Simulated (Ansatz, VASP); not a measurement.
## Si2C: VASP beside Ansatz

```
Si C
1.0
     4.72031    0.00000    0.00000
    -2.36016    4.08791    0.00000
     0.00000    0.00000    5.92496
Si C
4 2
Direct
  0.50000 0.00000 0.50000
  0.00000 0.50000 0.50000
  0.50000 0.50000 0.50000
  0.00000 0.00000 0.00000
  0.00000 0.00000 0.30003
  0.00000 0.00000 0.69997
```

Alike in both runs: functional PBE; k mesh 6 × 6 × 2; occupations gaussian, width 0.1 eV; no spin polarisation.

Ansatz relaxed the structure, and its values are those at the end. VASP's run is a single point on that final structure, the one shown.

```csv
,VASP,Ansatz
version,VASP 6.6.1,Ansatz 0.2.0
potentials or method,"VASP PAW PBE potentials, release 64 (Si, C), cutoff 520 eV","scalar-relativistic, plane waves, PAW"
valence electrons in the cell,24,24
```

Ansatz gave:

* gap on the k mesh at the Fermi level (eV): none
* pressure (GPa): 0.0
* rms of the force components (eV/Å): 0.006

Question: What did VASP give for the same quantities?

Answer: gap on the k mesh at the Fermi level (eV): none; pressure (GPa): -0.1; rms of the force components (eV/Å): 0.010.

A gap of «none» marks a metal or a gap that the smearing closes. With one functional, cell and mesh, what is left measures potentials, basis and numerics.

The k mesh is coarse, so the values compare programs but aren't converged.
